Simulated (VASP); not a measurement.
# W (Im-3m) in VASP: single point with PBEsol

Aim: the single point of W with PBEsol.

Program: VASP 6.6.1. These are calculated values, not measurements. Logs are shortened: lines on timing, memory, paths and dates and some standing lists are left out, and cuts for length are marked.

## Step 1: The cell of the first run

It takes space group Im-3m (No. 229, cubic). The conventional cell has a = 3.234 Å, b = 3.234 Å, c = 3.234 Å, α = 90.00°, β = 90.00°, γ = 90.00°. Within 3.7 Å of W (site symmetry m-3m) lie 14 W at 2.80 to 3.23 Å.

## Step 2: Single point, PBEsol

Contents of INCAR:

```
PREC = Accurate ; ENCUT = 500
EDIFF = 1E-6 ; ISMEAR = 1
SIGMA = 0.0136 ; LREAL = False
LASPH = True ; NELM = 120
ALGO = Normal ; ISIF = 2
LWAVE = False ; LCHARG = False
GGA = PS ; NBANDS = 13
GGA_COMPAT = False
```

Contents of KPOINTS:

```
regular mesh
0
Gamma
  11 11 11
```

Contents of POSCAR:

```
W
1.0
   -1.6168418000      1.6168418000      1.6168418000
    1.6168418000     -1.6168418000      1.6168418000
    1.6168418000      1.6168418000     -1.6168418000
W
1
Direct
    0.0000000000      0.0000000000      0.0000000000
```

Potentials or basis: VASP PAW PBE potentials, release 64 (W_sv).

Launch:

```bash
cat potpaw_PBE.64/W_sv/POTCAR > POTCAR
mpirun -np 1 vasp_std > vasp.out
```

OUTCAR:

```text
PREC = Accurate
   ENCUT = 500
   EDIFF = 1E-6
   ISMEAR = 1
   LREAL = False
   LASPH = True
   NELM = 120
   ISIF = 2
   GGA = PS

 ion  position               nearest neighbor table
   1  0.000  0.000  0.000-

  LATTYP: Found a body centered cubic cell.
 ALAT       =     3.2336836000

  Lattice vectors:

 A1 = (  -1.6168418000,   1.6168418000,   1.6168418000)
 A2 = (   1.6168418000,  -1.6168418000,   1.6168418000)
 A3 = (   1.6168418000,   1.6168418000,  -1.6168418000)

Analysis of symmetry for initial positions (statically):
=====================================================================
 Subroutine PRICEL returns:
 Original cell was already a primitive cell.

 Routine SETGRP: Setting up the symmetry group for a
 body centered cubic supercell.

 Subroutine GETGRP returns: Found 48 space group operations
 (whereof 48 operations were pure point group operations)
 out of a pool of 48 trial point group operations.

The static configuration has the point symmetry O_h .

Analysis of symmetry for dynamics (positions and initial velocities):
=====================================================================
 Subroutine PRICEL returns:
 Original cell was already a primitive cell.

 Routine SETGRP: Setting up the symmetry group for a
 body centered cubic supercell.

 Subroutine GETGRP returns: Found 48 space group operations
 (whereof 48 operations were pure point group operations)
 out of a pool of 48 trial point group operations.

The dynamic configuration has the point symmetry O_h .

 Subroutine INISYM returns: Found 48 space group operations
 (whereof 48 operations are pure point group operations),
 and found     1 'primitive' translations

----------------------------------------------------------------------------------------

                                     Primitive cell

  volume of cell :      16.9068

  direct lattice vectors                    reciprocal lattice vectors
    -1.616841800  1.616841800  1.616841800     0.000000000  0.309244850  0.309244850
     1.616841800 -1.616841800  1.616841800     0.309244850  0.000000000  0.309244850
     1.616841800  1.616841800 -1.616841800     0.309244850  0.309244850  0.000000000

  length of vectors
     2.800452145  2.800452145  2.800452145     0.437338261  0.437338261  0.437338261

  position of ions in fractional coordinates (direct lattice)
     0.000000000  0.000000000  0.000000000

  ion indices of the primitive-cell ions
   primitive index   ion index
                 1           1

----------------------------------------------------------------------------------------

 KPOINTS: regular mesh

Automatic generation of k-mesh.
 Grid dimensions read from file:
 generate k-points for:   11   11   11

 Generating k-lattice:

  Cartesian coordinates                     Fractional coordinates (reciprocal lattice)
     0.000000000  0.028113168  0.028113168     0.090909091  0.000000000  0.000000000
     0.028113168  0.000000000  0.028113168     0.000000000  0.090909091  0.000000000
     0.028113168  0.028113168  0.000000000     0.000000000  0.000000000  0.090909091

  Length of vectors
     0.039758024  0.039758024  0.039758024

  Shift w.r.t. Gamma in fractional coordinates (k-lattice)
     0.000000000  0.000000000  0.000000000

 Subroutine IBZKPT returns following result:
 ===========================================

 Found     56 irreducible k-points:

 Following reciprocal coordinates:
            Coordinates               Weight
  0.000000  0.000000  0.000000      1.000000
  0.090909  0.000000  0.000000     12.000000
  0.181818  0.000000  0.000000     12.000000
  0.272727  0.000000  0.000000     12.000000
  0.363636  0.000000  0.000000     12.000000
  0.454545  0.000000  0.000000     12.000000
[... 16 lines left out ...]
  0.272727  0.181818  0.090909     48.000000
  0.363636  0.181818  0.090909     24.000000
 [... further k-points ...]
   k-points           NKPTS =     56   k-points in BZ     NKDIM =     56   number of bands    NBANDS=     13
   number of dos      NEDOS =    301   number of ions     NIONS =      1
   total plane-waves  NPLWV =   8000
   dimension x,y,z NGX =    20 NGY =   20 NGZ =   20
   dimension x,y,z NGXF=    40 NGYF=   40 NGZF=   40
   ions per type =               1
   NGX,Y,Z   is equivalent  to a cutoff of  11.87, 11.87, 11.87 a.u.
   NGXF,Y,Z  is equivalent  to a cutoff of  23.75, 23.75, 23.75 a.u.
 SYSTEM =  unknown system
   PREC   = accura    normal or accurate (medium, high low for compatibility)
   ISTART =      0    job   : 0-new  1-cont  2-samecut
   ICHARG =      2    charge: 1-file 2-atom 10-const
   ISPIN  =      1    spin polarized calculation?
   LNONCOLLINEAR =      F non collinear calculations
   LSORBIT =      F    spin-orbit coupling
   LASPH  =      T    aspherical Exc in radial PAW
   ENCUT  =  500.0 eV  36.75 Ry    6.06 a.u.   5.11  5.11  5.11*2*pi/ulx,y,z
   NELM   =    120;   NELMIN=  2; NELMDL= -5     # of ELM steps
   EDIFF  = 0.1E-05   stopping-criterion for ELM
   LREAL  =      F    real-space projection
   EDIFFG = 0.1E-04   stopping-criterion for IOM
   NSW    =      0    number of steps for IOM
   IBRION =     -1    ionic relax: 0-MD 1-quasi-New 2-CG
   NFREE  =      0    steps in history (QN), initial steepest desc. (CG)
   ISIF   =      2    stress and relaxation
   ISYM   =      2    0-nonsym 1-usesym 2-fastsym
   POTIM  = 0.5000    time-step for ionic-motion
   TEBEG  =    0.0;   TEEND  =   0.0 temperature during run
   PSTRESS=    0.0 pullay stress
   NELECT =      14.0000    total number of electrons
   NUPDOWN=      -1.0000    fix difference up-down
   EMIN   =  10.00;   EMAX   =-10.00  energy-range for DOS
   EFERMI =   0.00;   METHOD = LEGACY
   ISMEAR =     1;   SIGMA  =   0.01  broadening in eV -4-tet -1-fermi 0-gaus
   EFERMI_NEDOS =   21; number of points for ismear=-14 and -15
   IALGO  =     38    algorithm
   IMIX   =      4    mixing-type and parameters
     AMIX     =   0.40;   BMIX     =  1.00
     AMIX_MAG =   1.60;   BMIX_MAG =  1.00
  volume/ion in A,a.u.               =      16.91       114.09
  Fermi-wavevector in a.u.,A,eV,Ry     =   1.537317  2.905107 32.155225  2.363342
  Thomas-Fermi vector in A             =   2.643842
   LORBIT       =      0    0 simple, 1 ext, 2 COOP (PROOUT), +10 PAW based schemes
   GGA     = PS    functional components
   LHFCALC =     F    Hartree Fock is set to
   AEXX    =    0.0000 exact exchange contribution
   IVDW    =     0    specifies the selected vdW correction
   LEPSILON=     F    determine dielectric tensor
   LRPA    =     F    only Hartree local field effects (RPA)
 non-spin polarized calculation
 Methfessel and Paxton  Order N= 1 SIGMA  =   0.01
  energy-cutoff  :      500.00
  volume of cell :       16.91
 maximum number of plane-waves:       444
   NGX = 11   NGY = 11   NGZ = 11

 number of electron      13.9999995 magnetization

 Free energy of the ion-electron system (eV)
  ---------------------------------------------------
  ext. energy  EPLUGINS =         0.00000000
  ---------------------------------------------------
  free energy    TOTEN  =       -13.70553645 eV

  energy without entropy =      -13.70545817  energy(sigma->0) =      -13.70551035

 E-fermi :  10.3313     XC(G=0): -13.4007

 val. band max:       10.3253164866   @ k =  -0.3636   0.3636   0.2727
 cond. band min:      10.3363850193   @ k =   0.0909   0.0909   0.0000
 fundamental gap:      0.0110685326
 Fermi energy:        10.3312950188

 k-point     1 :       0.0000    0.0000    0.0000
  band No.  band energies     occupation
      1     -63.8807      2.00000
      2     -27.5221      2.00000
      3     -27.5221      2.00000
      4     -27.5221      2.00000
      5       1.0765      2.00000
      6       9.2319      2.00000
      7       9.2319      2.00000
      8       9.2319      2.00000
      9      12.4436      0.00000
     10      12.4436      0.00000
     11      24.7587      0.00000
     12      24.7587      0.00000
     13      24.7587      0.00000

 k-point     2 :       0.0909    0.0000    0.0000
  band No.  band energies     occupation
      1     -63.8727      2.00000
      2     -27.6103      2.00000
      3     -27.5501      2.00000
      4     -27.5223      2.00000
      5       1.4434      2.00000
      6       9.0176      2.00000
      7       9.1742      2.00000
      8       9.5855      2.00000
      9      12.1376      0.00000
     10      12.4503      0.00000
     11      25.0446      0.00000
     12      25.3848      0.00000
     13      25.5689      0.00000

 k-point     3 :       0.1818    0.0000    0.0000
  band No.  band energies     occupation
      1     -63.8514      2.00000
      2     -27.8420      2.00000
      3     -27.6247      2.00000
      4     -27.5231      2.00000
      5       2.4376      2.00000
      6       8.4922      2.00000
      7       8.8893      2.00000
      8      10.6148      0.00000
      9      11.7925      0.00000
     10      12.5070      0.00000
     11      25.3711      0.00000
     12      26.8172      0.00000
     13      27.1314      0.00000
[... 305 lines left out ...]
 k-point    23 :       0.2727    0.1818    0.0909
  band No.  band energies     occupation
      1     -63.7809      2.00000
      2     -28.3783      2.00000
      3     -27.9268      2.00000
      4     -27.6840      2.00000
      5       6.0051      2.00000
      6       7.1918      2.00000
      7       8.2625      2.00000
      8      12.7085      0.00000
      9      13.2022      0.00000
     10      17.7171      0.00000
     11      19.5084      0.00000
     12      23.3966      0.00000
     13      24.5700      0.00000

 k-point    24 :       0.3636    0.1818    0.0909
  band No.  band energies     occupation
      1     -63.7753      2.00000
      2     -28.3807      2.00000
      3     -27.9970      2.00000
      4     -27.6907      2.00000
      5       5.9951      2.00000
      6       7.1274      2.00000
      7       8.9664      2.00000
      8      12.7970      0.00000
      9      13.2948      0.00000
     10      18.1246      0.00000
     11      18.7517      0.00000
     12      22.7470      0.00000
     13      24.4063      0.00000

 [... further k-points ...]
[... 5 lines left out ...]
  --------------------------------------------------------------------------------------
  -------------------------------------------------------------------------------------
  Total       -2.1007619     -2.1007619     -2.1007619      0.0000000      0.0000000      0.0000000
  in kB     -199.0787223   -199.0787223   -199.0787223      0.0000000      0.0000000      0.0000000
  external PRESSURE =    -199.0787223 kB  Pullay stress =       0.0000000 kB

 VOLUME and BASIS-vectors are now :
 -----------------------------------------------------------------------------
  energy-cutoff  :      500.00
  volume of cell :       16.91
      direct lattice vectors                 reciprocal lattice vectors
    -1.616841800  1.616841800  1.616841800     0.000000000  0.309244850  0.309244850
     1.616841800 -1.616841800  1.616841800     0.309244850  0.000000000  0.309244850
     1.616841800  1.616841800 -1.616841800     0.309244850  0.309244850  0.000000000

 POSITION                                       TOTAL-FORCE (eV/Angst)
 -----------------------------------------------------------------------------------
      0.00000      0.00000      0.00000        -0.000000     -0.000000      0.000000
 -----------------------------------------------------------------------------------
    total drift:                                0.000000     -0.000000      0.000000

  FREE ENERGIE OF THE ION-ELECTRON SYSTEM (eV)
  ---------------------------------------------------
  free  energy   TOTEN  =       -13.7055364453 eV

  energy  without entropy=      -13.7054581730  energy(sigma->0) =      -13.70551035
```

It took 11 s on 1 thread of AMD EPYC 7R13, shared host; peak memory 0.1 GiB.

What came out:

- Free energy: -13.7055 eV
- Pressure: -19.9 GPa
- Band gap on the k mesh: zero (band 7 reaches 14.32 eV, above the bottom of band 8 at 9.23 eV)

Levels at points of the mesh, in eV from the Fermi level:
| k point | band 4 | band 5 | band 6 | band 7 | band 8 | band 9 | band 10 | band 11 |
| --- | --- | --- | --- | --- | --- | --- | --- | --- |
| (0.00, 0.00, 0.00) | -37.85 | -9.25 | -1.10 | -1.10 | -1.10 | 2.11 | 2.11 | 14.43 |

Caveat: the PAW data sets were made with another functional, which shifts forces and pressure a little; spin-orbit coupling is left out, which moves the levels of the heavy elements.
